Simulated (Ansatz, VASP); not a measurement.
# Two plane-wave programs on O

```
O
1.0
     1.64076    0.94729    3.65581
    -1.64076    0.94729    3.65581
     0.00000   -1.89458    3.65581
O
2
Cartesian
  0.0000 0.0000 0.5990
  0.0000 0.0000 10.3685
```

Alike in both runs: task single point; functional LDA; k mesh 9 × 9 × 9; occupations gaussian, width 0.05 eV; no spin polarisation.

```csv
,VASP,Ansatz
version,VASP 6.6.1,Ansatz 0.2.0
potentials or method,"VASP PAW LDA potentials, release 64 (O)",JTH PAW LDA
plane-wave cutoff (eV),520,1380
valence electrons in the cell,12,12
```

```tsv
	VASP	Ansatz	Ansatz less VASP
gap on the k mesh at the Fermi level (eV)	none	none	-
pressure (GPa)	-1.6	-4.0	-2.40
traceless stress, the component that is largest in VASP (GPa)	9.95	4.56	-5.399
rms of the force components (eV/Å)	1.106	0.270	-0.8364
```

LDA's correlation is that of Perdew and Zunger in VASP and of Perdew and Wang (1992) in Ansatz. Atom by atom the forces differ by 0.836 eV/Å (rms over components). A gap of «none» marks a metal or a gap that the smearing closes.

Noted on VASP's run: the standard files for N, O and F lose accuracy on very short bonds; spin is off for a triplet molecule. Noted on Ansatz's run: spin is off for a triplet molecule.
